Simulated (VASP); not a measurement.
# MgW2Br4O4 (Pm) in VASP: single point with PBE

Aim: the single point of MgW2Br4O4 with PBE.

Program: VASP 6.6.1. These are calculated values, not measurements. Logs are shortened: lines on timing, memory, paths and dates and some standing lists are left out, and cuts for length are marked.

## Step 1: The cell of the first run

The typed cell holds 11 atoms: a = 3.827 Å, b = 8.593 Å, c = 7.613 Å, α = 90.00°, β = 90.04°, γ = 90.00°.

## Step 2: Single point, PBE

INCAR reads:

```
PREC = Accurate ; ENCUT = 520
EDIFF = 1E-6 ; ISMEAR = 0
SIGMA = 0.1 ; LREAL = False
LASPH = True ; NELM = 60
ALGO = Normal ; ISIF = 2
LWAVE = False ; LCHARG = True
GGA = PE ; LELF = True
LVHAR = True ; NBANDS = 52
```

KPOINTS reads:

```
regular mesh
0
Gamma
  4 2 2
```

POSCAR reads:

```
MgW2Br4O4
1.0
    3.8265470914      0.0000000000      0.0017410643
    0.0000000000      8.5931769642      0.0000000000
   -0.0083094885      0.0000000000      7.6125765698
Mg W Br O
1 2 4 4
Direct
    0.0444302949      0.5000000000      0.2146235029
    0.0468990327      0.0000000000      0.9659936855
    1.0438862706      0.0000000000      0.4636398575
    0.0491160073      0.3069636369      0.9572495482
    0.0491160073      0.6930363631      0.9572495482
    1.0422262178      0.3069244442      0.4722950966
    1.0422262178      0.6930755558      0.4722950966
    0.5466702031      0.0000000000      0.9657392330
    1.0455144481      0.0000000000      0.7148136510
    0.5444083933      0.0000000000      0.4638639870
    0.0455068871      0.0000000000      0.2148097936
```

Potentials or basis: VASP PAW PBE potentials, release 64 (Mg, W_sv, Br, O).

The run is started by

```sh
$ cat potpaw_PBE.64/Mg/POTCAR potpaw_PBE.64/W_sv/POTCAR potpaw_PBE.64/Br/POTCAR potpaw_PBE.64/O/POTCAR > POTCAR
$ mpirun -np 1 vasp_std > vasp.out
```

OUTCAR:

```text
PREC = Accurate
   ENCUT = 520
   EDIFF = 1E-6
   ISMEAR = 0
   LREAL = False
   LASPH = True
   NELM = 60
   ISIF = 2
   GGA = PE

 ion  position               nearest neighbor table
   1  0.044  0.500  0.215-   4 2.57   5 2.57   6 2.57   7 2.57
   2  0.047  0.000  0.966-  11 1.89   9 1.91   8 1.91   8 1.91   4 2.64   5 2.64
   3  0.044  0.000  0.464-  11 1.89  10 1.91   9 1.91  10 1.92   7 2.64   6 2.64
   4  0.049  0.307  0.957-   1 2.57   2 2.64
   5  0.049  0.693  0.957-   1 2.57   2 2.64
   6  0.042  0.307  0.472-   1 2.57   3 2.64
   7  0.042  0.693  0.472-   1 2.57   3 2.64
   8  0.547  0.000  0.966-   2 1.91   2 1.91
   9  0.046  0.000  0.715-   3 1.91   2 1.91
  10  0.544  0.000  0.464-   3 1.91   3 1.92
  11  0.046  0.000  0.215-   2 1.89   3 1.89

  LATTYP: Found a simple monoclinic cell.
 ALAT       =     3.8265474875
 B/A-ratio  =     2.2456736764
 C/A-ratio  =     1.9894124220
 COS(beta)  =    -0.0006365508

  Lattice vectors:

 A1 = (   3.8265470914,   0.0000000000,   0.0017410643)
 A2 = (   0.0000000000,   8.5931769642,   0.0000000000)
 A3 = (  -0.0083094885,   0.0000000000,   7.6125765698)

Analysis of symmetry for initial positions (statically):
=====================================================================
 Subroutine PRICEL returns:
 Original cell was already a primitive cell.

 Routine SETGRP: Setting up the symmetry group for a
 simple monoclinic supercell.

 Subroutine GETGRP returns: Found  2 space group operations
 (whereof  2 operations were pure point group operations)
 out of a pool of  4 trial point group operations.

The static configuration has the point symmetry C_1h.

Analysis of symmetry for dynamics (positions and initial velocities):
=====================================================================
 Subroutine PRICEL returns:
 Original cell was already a primitive cell.

 Routine SETGRP: Setting up the symmetry group for a
 simple monoclinic supercell.

 Subroutine GETGRP returns: Found  2 space group operations
 (whereof  2 operations were pure point group operations)
 out of a pool of  4 trial point group operations.

The dynamic configuration has the point symmetry C_1h.

 Subroutine INISYM returns: Found  2 space group operations
 (whereof  2 operations are pure point group operations),
 and found     1 'primitive' translations

----------------------------------------------------------------------------------------

                                     Primitive cell

  volume of cell :     250.3184

  direct lattice vectors                    reciprocal lattice vectors
     3.826547091  0.000000000  0.001741064     0.261332078  0.000000000  0.000285256
     0.000000000  8.593176964  0.000000000     0.000000000  0.116371396  0.000000000
    -0.008309489  0.000000000  7.612576570    -0.000059769  0.000000000  0.131361503

  length of vectors
     3.826547487  8.593176964  7.612581105     0.261332234  0.116371396  0.131361517

  position of ions in fractional coordinates (direct lattice)
     0.044430295  0.500000000  0.214623503
     0.046899033  0.000000000  0.965993686
     0.043886271  0.000000000  0.463639857
     0.049116007  0.306963637  0.957249548
     0.049116007  0.693036363  0.957249548
     0.042226218  0.306924444  0.472295097
     0.042226218  0.693075556  0.472295097
     0.546670203  0.000000000  0.965739233
     0.045514448  0.000000000  0.714813651
     0.544408393  0.000000000  0.463863987
     0.045506887  0.000000000  0.214809794

  ion indices of the primitive-cell ions
   primitive index   ion index
                 1           1
                 2           2
                 3           3
                 4           4
                 5           5
                 6           6
                 7           7
                 8           8
                 9           9
                10          10
                11          11

----------------------------------------------------------------------------------------

 KPOINTS: regular mesh

Automatic generation of k-mesh.
 Grid dimensions read from file:
 generate k-points for:    4    2    2

 Generating k-lattice:

  Cartesian coordinates                     Fractional coordinates (reciprocal lattice)
     0.065333020  0.000000000  0.000071314     0.250000000  0.000000000  0.000000000
     0.000000000  0.058185698  0.000000000     0.000000000  0.500000000  0.000000000
    -0.000029884  0.000000000  0.065680752     0.000000000  0.000000000  0.500000000

  Length of vectors
     0.065333058  0.058185698  0.065680759

  Shift w.r.t. Gamma in fractional coordinates (k-lattice)
     0.000000000  0.000000000  0.000000000

 Subroutine IBZKPT returns following result:
 ===========================================

 Found     12 irreducible k-points:

 Following reciprocal coordinates:
            Coordinates               Weight
  0.000000  0.000000  0.000000      1.000000
  0.250000  0.000000 -0.000000      2.000000
  0.500000  0.000000 -0.000000      1.000000
  0.000000  0.500000  0.000000      1.000000
  0.250000  0.500000 -0.000000      2.000000
  0.500000  0.500000 -0.000000      1.000000
  0.000000  0.000000  0.500000      1.000000
  0.250000  0.000000  0.500000      2.000000
  0.500000  0.000000  0.500000      1.000000
  0.000000  0.500000  0.500000      1.000000
  0.250000  0.500000  0.500000      2.000000
  0.500000  0.500000  0.500000      1.000000
   k-points           NKPTS =     12   k-points in BZ     NKDIM =     12   number of bands    NBANDS=     52
   number of dos      NEDOS =    301   number of ions     NIONS =     11
   total plane-waves  NPLWV = 107520
   dimension x,y,z NGX =    28 NGY =   64 NGZ =   60
   dimension x,y,z NGXF=    56 NGYF=  128 NGZF=  120
   ions per type =               1   2   4   4
   NGX,Y,Z   is equivalent  to a cutoff of  12.16, 12.38, 13.10 a.u.
   NGXF,Y,Z  is equivalent  to a cutoff of  24.33, 24.76, 26.21 a.u.
 SYSTEM =  unknown system
   PREC   = accura    normal or accurate (medium, high low for compatibility)
   ISTART =      0    job   : 0-new  1-cont  2-samecut
   ICHARG =      2    charge: 1-file 2-atom 10-const
   ISPIN  =      1    spin polarized calculation?
   LNONCOLLINEAR =      F non collinear calculations
   LSORBIT =      F    spin-orbit coupling
   LASPH  =      T    aspherical Exc in radial PAW
   ENCUT  =  520.0 eV  38.22 Ry    6.18 a.u.   7.11 15.98 14.15*2*pi/ulx,y,z
   NELM   =     60;   NELMIN=  2; NELMDL= -5     # of ELM steps
   EDIFF  = 0.1E-05   stopping-criterion for ELM
   LREAL  =      F    real-space projection
   EDIFFG = 0.1E-04   stopping-criterion for IOM
   NSW    =      0    number of steps for IOM
   IBRION =     -1    ionic relax: 0-MD 1-quasi-New 2-CG
   NFREE  =      0    steps in history (QN), initial steepest desc. (CG)
   ISIF   =      2    stress and relaxation
   ISYM   =      2    0-nonsym 1-usesym 2-fastsym
   POTIM  = 0.5000    time-step for ionic-motion
   TEBEG  =    0.0;   TEEND  =   0.0 temperature during run
   PSTRESS=    0.0 pullay stress
   NELECT =      82.0000    total number of electrons
   NUPDOWN=      -1.0000    fix difference up-down
   EMIN   =  10.00;   EMAX   =-10.00  energy-range for DOS
   EFERMI =   0.00;   METHOD = LEGACY
   ISMEAR =     0;   SIGMA  =   0.10  broadening in eV -4-tet -1-fermi 0-gaus
   EFERMI_NEDOS =   21; number of points for ismear=-14 and -15
   IALGO  =     38    algorithm
   IMIX   =      4    mixing-type and parameters
     AMIX     =   0.40;   BMIX     =  1.00
     AMIX_MAG =   1.60;   BMIX_MAG =  1.00
  volume/ion in A,a.u.               =      22.76       153.57
  Fermi-wavevector in a.u.,A,eV,Ry     =   1.128535  2.132623 17.328275  1.273592
  Thomas-Fermi vector in A             =   2.265226
   LORBIT       =      0    0 simple, 1 ext, 2 COOP (PROOUT), +10 PAW based schemes
   GGA     = PE    functional components
   LHFCALC =     F    Hartree Fock is set to
   AEXX    =    0.0000 exact exchange contribution
   IVDW    =     0    specifies the selected vdW correction
   LEPSILON=     F    determine dielectric tensor
   LRPA    =     F    only Hartree local field effects (RPA)
 non-spin polarized calculation
 Gauss-broadening in eV      SIGMA  =   0.10
  energy-cutoff  :      520.00
  volume of cell :      250.32
 maximum number of plane-waves:      6764
   NGX = 15   NGY = 31   NGZ = 29

 number of electron      81.9999989 magnetization

 Free energy of the ion-electron system (eV)
  ---------------------------------------------------
  ext. energy  EPLUGINS =         0.00000000
  ---------------------------------------------------
  free energy    TOTEN  =       -69.85550519 eV

  energy without entropy =      -69.83772689  energy(sigma->0) =      -69.84661604

 E-fermi :   2.3211     XC(G=0):  -8.4895

 val. band max:        2.3118991973   @ k =   0.0000   0.0000   0.5000
 cond. band min:       2.3539383602   @ k =   0.0000   0.0000   0.0000
 fundamental gap:      0.0420391629
 Fermi energy:         2.3210516935

 k-point     1 :       0.0000    0.0000    0.0000
  band No.  band energies     occupation
      1     -73.2406      2.00000
      2     -73.2396      2.00000
      3     -37.5367      2.00000
      4     -37.4809      2.00000
      5     -37.4769      2.00000
      6     -37.4499      2.00000
[... 44 lines left out ...]
     51       7.0250      0.00000
     52       7.1445      0.00000

 k-point     2 :       0.2500    0.0000   -0.0000
  band No.  band energies     occupation
      1     -73.2402      2.00000
      2     -73.2393      2.00000
      3     -37.5348      2.00000
      4     -37.5212      2.00000
      5     -37.5172      2.00000
      6     -37.4482      2.00000
[... 44 lines left out ...]
     51       7.7495      0.00000
     52       7.8207      0.00000
[... 493 lines left out ...]
     51       8.2854      0.00000
     52       8.5160      0.00000

 k-point    12 :       0.5000    0.5000    0.5000
  band No.  band energies     occupation
      1     -73.2398      2.00000
      2     -73.2391      2.00000
      3     -37.5595      2.00000
      4     -37.5585      2.00000
      5     -37.4928      2.00000
      6     -37.4871      2.00000
[... 44 lines left out ...]
     51       8.1476      0.00000
     52       8.2500      0.00000

------------------------ aborting loop because EDIFF is reached ----------------------------------------

  FORCE on cell =-STRESS in cart. coord.  units (eV):
  Direction    XX          YY          ZZ          XY          YZ          ZX
  --------------------------------------------------------------------------------------
  -------------------------------------------------------------------------------------
  Total        1.0616633      0.0099227      1.0265542      0.0000000      0.0000000      0.0087562
  in kB        6.7952382      0.0635110      6.5705202      0.0000000      0.0000000      0.0560447
  external PRESSURE =       4.4764231 kB  Pullay stress =       0.0000000 kB

 VOLUME and BASIS-vectors are now :
 -----------------------------------------------------------------------------
  energy-cutoff  :      520.00
  volume of cell :      250.32
      direct lattice vectors                 reciprocal lattice vectors
     3.826547091  0.000000000  0.001741064     0.261332078  0.000000000  0.000285256
     0.000000000  8.593176964  0.000000000     0.000000000  0.116371396  0.000000000
    -0.008309489  0.000000000  7.612576570    -0.000059769  0.000000000  0.131361503

 POSITION                                       TOTAL-FORCE (eV/Angst)
 -----------------------------------------------------------------------------------
      0.16823      4.29659      1.63392         0.000780      0.000000      0.008719
      0.17143      0.00000      7.35378         0.000795      0.000000     -0.019665
      0.16408      0.00000      3.52957         0.013890      0.000000      0.016443
      0.17999      2.63779      7.28722        -0.000594     -0.007349      0.020947
      0.17999      5.95538      7.28722        -0.000594      0.007349      0.020947
      0.15766      2.63746      3.59546         0.000196     -0.001636     -0.025043
      0.15766      5.95572      3.59546         0.000196      0.001636     -0.025043
      2.08383      0.00000      7.35272        -0.004209      0.000000      0.001261
      0.16822      0.00000      5.44165        -0.000617      0.000000      0.000030
      2.07935      0.00000      3.53215        -0.009365      0.000000      0.000700
      0.17235      0.00000      1.63534        -0.000479      0.000000      0.000703
 -----------------------------------------------------------------------------------
    total drift:                                0.000096     -0.000000      0.001064

  FREE ENERGIE OF THE ION-ELECTRON SYSTEM (eV)
  ---------------------------------------------------
  free  energy   TOTEN  =       -69.8555051934 eV

  energy  without entropy=      -69.8377268914  energy(sigma->0) =      -69.84661604
```

Wall time 89 s (1 thread of Intel Xeon 6975P-C (Granite Rapids), shared host); peak memory 0.4 GiB.

Results:

| Item | Value |
| --- | --- |
| Free energy | -69.8555 eV |
| Pressure | 0.4 GPa |
| Largest force | 0.025 eV/Å |
| Band gap on the k mesh | zero (bands 41 and 42 overlap by 1.59 eV) |

Forces on the atoms (eV/Å):
```
Mg   0.001  0.000  0.009
W    0.001  0.000 -0.020
W    0.014  0.000  0.016
Br  -0.001 -0.007  0.021
Br  -0.001  0.007  0.021
Br   0.000 -0.002 -0.025
Br   0.000  0.002 -0.025
O   -0.004  0.000  0.001
O   -0.001  0.000  0.000
O   -0.009  0.000  0.001
O    0.000  0.000  0.001
```

Caveat: the k points lie up to 0.41 Å⁻¹ apart, too coarse for converged energies and pressures of a metal; spin-orbit coupling is left out, which moves the levels of the heavy elements.
